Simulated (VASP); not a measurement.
# CdSi2 (P6_3/mmc) in VASP: a series of runs

The runs below take CdSi2 through single point, relaxation of cell and atoms, with PBE.

All numbers are computed with VASP 6.6.1; they aren't measurements. Logs are shortened: lines on timing, memory, paths and dates and some standing lists are left out, and cuts for length are marked.

## Step 1: The cell of the first run

It takes space group P6_3/mmc (No. 194, hexagonal). The conventional cell has a = 3.426 Å, b = 3.426 Å, c = 8.813 Å, α = 90.00°, β = 90.00°, γ = 120.00°. Cd (site symmetry -6m2) has 8 Si at 2.63 to 2.66 Å and 6 Cd at 3.43 Å within 3.5 Å. Si (site symmetry 3m) has 3 Si at 2.15 Å and 4 Cd at 2.63 to 2.66 Å within 2.8 Å.

The cell was generated, and may not be a known phase.

## Step 2: Single point, PBE

File INCAR:

```
SYSTEM = CdSi2
PREC = Accurate
ENCUT = 520
EDIFF = 1E-6
ISMEAR = 0
SIGMA = 0.1
LREAL = .FALSE.
LASPH = .TRUE.
NELM = 100
ALGO = Fast
ISIF = 2
LWAVE = .FALSE.
LCHARG = .TRUE.
GGA = PE
LELF = .TRUE.
LVHAR = .TRUE.
NBANDS = 29
```

File KPOINTS:

```
Automatic mesh
0
G
  6 6 2
  0 0 0
```

File POSCAR:

```
CdSi2
1.0
    3.4262854600      0.0000000000      0.0000000000
   -1.7131427300      2.9672502500      0.0000000000
    0.0000000000      0.0000000000      8.8128631600
Cd Si
2 4
Direct
    0.3333333300      0.6666666700      0.2500000000
    0.6666666700      0.3333333300      0.7500000000
    0.3333333300      0.6666666700      0.9520462800
    0.6666666700      0.3333333300      0.0479537200
    0.6666666700      0.3333333300      0.4520462800
    0.3333333300      0.6666666700      0.5479537200
```

Potentials or basis: VASP PAW PBE potentials, release 64 (Cd, Si).

Command:

```console
cat potpaw_PBE.64/Cd/POTCAR potpaw_PBE.64/Si/POTCAR > POTCAR
mpirun -np 1 vasp_std > vasp.out
```

OUTCAR:

```text
SYSTEM = CdSi2
   PREC = Accurate
   ENCUT = 520
   EDIFF = 1E-6
   ISMEAR = 0
   LREAL = .FALSE.
   LASPH = .TRUE.
   NELM = 100
   ISIF = 2
   GGA = PE

 ion  position               nearest neighbor table
   1  0.333  0.667  0.250-   3 2.63   6 2.63   4 2.66   5 2.66   4 2.66   5 2.66   5 2.66   4 2.66

   2  0.667  0.333  0.750-   4 2.63   5 2.63   3 2.66   6 2.66   3 2.66   6 2.66   3 2.66   6 2.66

   3  0.333  0.667  0.952-   4 2.15   4 2.15   4 2.15   1 2.63   2 2.66   2 2.66   2 2.66
   4  0.667  0.333  0.048-   3 2.15   3 2.15   3 2.15   2 2.63   1 2.66   1 2.66   1 2.66
   5  0.667  0.333  0.452-   6 2.15   6 2.15   6 2.15   2 2.63   1 2.66   1 2.66   1 2.66
   6  0.333  0.667  0.548-   5 2.15   5 2.15   5 2.15   1 2.63   2 2.66   2 2.66   2 2.66

  LATTYP: Found a hexagonal cell.
 ALAT       =     3.4262854600
 C/A-ratio  =     2.5721333680

  Lattice vectors:

 A1 = (   3.4262854600,   0.0000000000,   0.0000000000)
 A2 = (  -1.7131427300,   2.9672502500,   0.0000000000)
 A3 = (   0.0000000000,   0.0000000000,   8.8128631600)

Analysis of symmetry for initial positions (statically):
=====================================================================
 Subroutine PRICEL returns:
 Original cell was already a primitive cell.

 Routine SETGRP: Setting up the symmetry group for a
 hexagonal supercell.

 Subroutine GETGRP returns: Found 24 space group operations
 (whereof 12 operations were pure point group operations)
 out of a pool of 24 trial point group operations.

The static configuration has the point symmetry D_3d.
 The point group associated with its full space group is D_6h.

Analysis of symmetry for dynamics (positions and initial velocities):
=====================================================================
 Subroutine PRICEL returns:
 Original cell was already a primitive cell.

 Routine SETGRP: Setting up the symmetry group for a
 hexagonal supercell.

 Subroutine GETGRP returns: Found 24 space group operations
 (whereof 12 operations were pure point group operations)
 out of a pool of 24 trial point group operations.

The dynamic configuration has the point symmetry D_3d.
 The point group associated with its full space group is D_6h.

 Subroutine INISYM returns: Found 24 space group operations
 (whereof 12 operations are pure point group operations),
 and found     1 'primitive' translations

----------------------------------------------------------------------------------------

                                     Primitive cell

  volume of cell :      89.5973

  direct lattice vectors                    reciprocal lattice vectors
     3.426285460  0.000000000  0.000000000     0.291861262  0.168506178  0.000000000
    -1.713142730  2.967250250  0.000000000     0.000000000  0.337012357  0.000000000
     0.000000000  0.000000000  8.812863160     0.000000000  0.000000000  0.113470501

  length of vectors
     3.426285460  3.426285461  8.812863160     0.337012357  0.337012357  0.113470501

  position of ions in fractional coordinates (direct lattice)
     0.333333330  0.666666670  0.250000000
     0.666666670  0.333333330  0.750000000
     0.333333330  0.666666670  0.952046280
     0.666666670  0.333333330  0.047953720
     0.666666670  0.333333330  0.452046280
     0.333333330  0.666666670  0.547953720

  ion indices of the primitive-cell ions
   primitive index   ion index
                 1           1
                 2           2
                 3           3
                 4           4
                 5           5
                 6           6

----------------------------------------------------------------------------------------

 KPOINTS: Automatic mesh

Automatic generation of k-mesh.
 Grid dimensions read from file:
 generate k-points for:    6    6    2

 Generating k-lattice:

  Cartesian coordinates                     Fractional coordinates (reciprocal lattice)
     0.048643544  0.028084363  0.000000000     0.166666667 -0.000000000  0.000000000
     0.000000000  0.056168726  0.000000000     0.000000000  0.166666667  0.000000000
     0.000000000  0.000000000  0.056735251     0.000000000  0.000000000  0.500000000

  Length of vectors
     0.056168726  0.056168726  0.056735251

  Shift w.r.t. Gamma in fractional coordinates (k-lattice)
     0.000000000  0.000000000  0.000000000

 Subroutine IBZKPT returns following result:
 ===========================================

 Found     14 irreducible k-points:

 Following reciprocal coordinates:
            Coordinates               Weight
  0.000000  0.000000  0.000000      1.000000
  0.166667 -0.000000  0.000000      6.000000
  0.333333 -0.000000  0.000000      6.000000
  0.500000 -0.000000  0.000000      3.000000
  0.166667  0.166667  0.000000      6.000000
  0.333333  0.166667  0.000000     12.000000
  0.333333  0.333333  0.000000      2.000000
  0.000000  0.000000  0.500000      1.000000
  0.166667 -0.000000  0.500000      6.000000
  0.333333 -0.000000  0.500000      6.000000
  0.500000 -0.000000  0.500000      3.000000
  0.166667  0.166667  0.500000      6.000000
  0.333333  0.166667  0.500000     12.000000
  0.333333  0.333333  0.500000      2.000000
   k-points           NKPTS =     14   k-points in BZ     NKDIM =     14   number of bands    NBANDS=     29
   number of dos      NEDOS =    301   number of ions     NIONS =      6
   total plane-waves  NPLWV =  54880
   dimension x,y,z NGX =    28 NGY =   28 NGZ =   70
   dimension x,y,z NGXF=    56 NGYF=   56 NGZF=  140
   ions per type =               2   4
   NGX,Y,Z   is equivalent  to a cutoff of  13.59, 13.59, 13.20 a.u.
   NGXF,Y,Z  is equivalent  to a cutoff of  27.17, 27.17, 26.41 a.u.
 SYSTEM =  CdSi2
   PREC   = accura    normal or accurate (medium, high low for compatibility)
   ISTART =      0    job   : 0-new  1-cont  2-samecut
   ICHARG =      2    charge: 1-file 2-atom 10-const
   ISPIN  =      1    spin polarized calculation?
   LNONCOLLINEAR =      F non collinear calculations
   LSORBIT =      F    spin-orbit coupling
   LASPH  =      T    aspherical Exc in radial PAW
   ENCUT  =  520.0 eV  38.22 Ry    6.18 a.u.   6.37  6.37 16.39*2*pi/ulx,y,z
   NELM   =    100;   NELMIN=  2; NELMDL= -5     # of ELM steps
   EDIFF  = 0.1E-05   stopping-criterion for ELM
   LREAL  =      F    real-space projection
   EDIFFG = 0.1E-04   stopping-criterion for IOM
   NSW    =      0    number of steps for IOM
   IBRION =     -1    ionic relax: 0-MD 1-quasi-New 2-CG
   NFREE  =      0    steps in history (QN), initial steepest desc. (CG)
   ISIF   =      2    stress and relaxation
   ISYM   =      2    0-nonsym 1-usesym 2-fastsym
   POTIM  = 0.5000    time-step for ionic-motion
   TEBEG  =    0.0;   TEEND  =   0.0 temperature during run
   PSTRESS=    0.0 pullay stress
   NELECT =      40.0000    total number of electrons
   NUPDOWN=      -1.0000    fix difference up-down
   EMIN   =  10.00;   EMAX   =-10.00  energy-range for DOS
   EFERMI =   0.00;   METHOD = LEGACY
   ISMEAR =     0;   SIGMA  =   0.10  broadening in eV -4-tet -1-fermi 0-gaus
   EFERMI_NEDOS =   21; number of points for ismear=-14 and -15
   IALGO  =     68    algorithm
   IMIX   =      4    mixing-type and parameters
     AMIX     =   0.40;   BMIX     =  1.00
     AMIX_MAG =   1.60;   BMIX_MAG =  1.00
  volume/ion in A,a.u.               =      14.93       100.77
  Fermi-wavevector in a.u.,A,eV,Ry     =   1.251209  2.364442 21.300252  1.565524
  Thomas-Fermi vector in A             =   2.385167
   LORBIT       =      0    0 simple, 1 ext, 2 COOP (PROOUT), +10 PAW based schemes
   GGA     = PE    functional components
   LHFCALC =     F    Hartree Fock is set to
   AEXX    =    0.0000 exact exchange contribution
   IVDW    =     0    specifies the selected vdW correction
   LEPSILON=     F    determine dielectric tensor
   LRPA    =     F    only Hartree local field effects (RPA)
 non-spin polarized calculation
 RMM-DIIS sequential band-by-band and
 Gauss-broadening in eV      SIGMA  =   0.10
  energy-cutoff  :      520.00
  volume of cell :       89.60
 maximum number of plane-waves:      2435
 NGX is ok and might be reduce to    28
   NGX = 13   NGY = 13   NGZ = 33

 number of electron      39.9999994 magnetization

 Free energy of the ion-electron system (eV)
  ---------------------------------------------------
  ext. energy  EPLUGINS =         0.00000000
  ---------------------------------------------------
  free energy    TOTEN  =       -17.17228150 eV

  energy without entropy =      -17.14946311  energy(sigma->0) =      -17.16087230

 E-fermi :   8.5976     XC(G=0): -11.5210

 val. band max:        8.5169018056   @ k =   0.1667   0.1667   0.0000
 cond. band min:       8.6078907195   @ k =   0.1667   0.1667   0.5000
 fundamental gap:      0.0909889139
 Fermi energy:         8.5976042122

 k-point     1 :       0.0000    0.0000    0.0000
  band No.  band energies     occupation
      1      -6.1203      2.00000
      2      -5.2627      2.00000
      3      -1.6545      2.00000
      4      -1.6058      2.00000
      5      -1.5387      2.00000
      6      -1.2165      2.00000
[... 21 lines left out ...]
     28      14.1948      0.00000
     29      14.3531      0.00000

 k-point     2 :       0.1667   -0.0000    0.0000
  band No.  band energies     occupation
      1      -5.7059      2.00000
      2      -4.8892      2.00000
      3      -1.6348      2.00000
      4      -1.5181      2.00000
      5      -1.4488      2.00000
      6      -1.4415      2.00000
[... 21 lines left out ...]
     28      14.0050      0.00000
     29      14.5547      0.00000

 k-point     3 :       0.3333   -0.0000    0.0000
  band No.  band energies     occupation
      1      -4.5533      2.00000
      2      -3.8604      2.00000
      3      -1.9087      2.00000
      4      -1.7683      2.00000
      5      -1.5789      2.00000
      6      -1.5553      2.00000
[... 318 lines left out ...]
      5      -1.6016      2.00000
      6      -1.6016      2.00000
[... 21 lines left out ...]
     28      13.3666      0.00000
     29      16.1589      0.00000

 k-point    14 :       0.3333    0.3333    0.5000
  band No.  band energies     occupation
      1      -2.7372      2.00000
      2      -2.7372      2.00000
      3      -1.8864      2.00000
      4      -1.8864      2.00000
      5      -1.6671      2.00000
      6      -1.6671      2.00000
[... 21 lines left out ...]
     28      14.1962      0.00000
     29      16.5090      0.00000

------------------------ aborting loop because EDIFF is reached ----------------------------------------

  FORCE on cell =-STRESS in cart. coord.  units (eV):
  Direction    XX          YY          ZZ          XY          YZ          ZX
  --------------------------------------------------------------------------------------
  -------------------------------------------------------------------------------------
  Total       24.9285510     24.9285511     30.6826843      0.0000000      0.0000000      0.0000000
  in kB      445.7720897    445.7720900    548.6674412      0.0000000      0.0000000      0.0000000
  external PRESSURE =     480.0705403 kB  Pullay stress =       0.0000000 kB

 VOLUME and BASIS-vectors are now :
 -----------------------------------------------------------------------------
  energy-cutoff  :      520.00
  volume of cell :       89.60
      direct lattice vectors                 reciprocal lattice vectors
     3.426285460  0.000000000  0.000000000     0.291861262  0.168506178  0.000000000
    -1.713142730  2.967250250  0.000000000     0.000000000  0.337012357  0.000000000
     0.000000000  0.000000000  8.812863160     0.000000000  0.000000000  0.113470501

 POSITION                                       TOTAL-FORCE (eV/Angst)
 -----------------------------------------------------------------------------------
     -0.00000      1.97817      2.20322         0.000000      0.000000      0.000000
      1.71314      0.98908      6.60965        -0.000000      0.000000      0.000000
     -0.00000      1.97817      8.39025         0.000000     -0.000000     -2.161853
      1.71314      0.98908      0.42261        -0.000000      0.000000      2.161853
      1.71314      0.98908      3.98382        -0.000000      0.000000     -2.161853
     -0.00000      1.97817      4.82904         0.000000     -0.000000      2.161853
 -----------------------------------------------------------------------------------
    total drift:                               -0.000002      0.000001      0.000000

  FREE ENERGIE OF THE ION-ELECTRON SYSTEM (eV)
  ---------------------------------------------------
  free  energy   TOTEN  =       -17.1722814968 eV

  energy  without entropy=      -17.1494631084  energy(sigma->0) =      -17.16087230
```

Run time: 44 s. Hardware: 1 thread of Oxide Virtual Turin-like, shared host; peak memory 0.19 GiB.

What came out:

```
Free energy            : -17.1723 eV
Pressure               : 48.0 GPa
Largest force          : 2.162 eV/Å
Band gap on the k mesh : zero (bands 20 and 21 overlap by 3.19 eV)
```

Forces on the atoms (eV/Å):
```
Cd   0.000  0.000  0.000
Cd   0.000  0.000  0.000
Si   0.000  0.000 -2.162
Si   0.000  0.000  2.162
Si   0.000  0.000 -2.162
Si   0.000  0.000  2.162
```

Caveat: the stress differs along the axes, from 45 to 55 GPa; forces of over 1 eV/Å act on the atoms, so gaps and moduli don't describe the material at rest.

[end of part 1 of 2]

The gap in the log of VASP goes by the Fermi energy; the results here count the filled bands.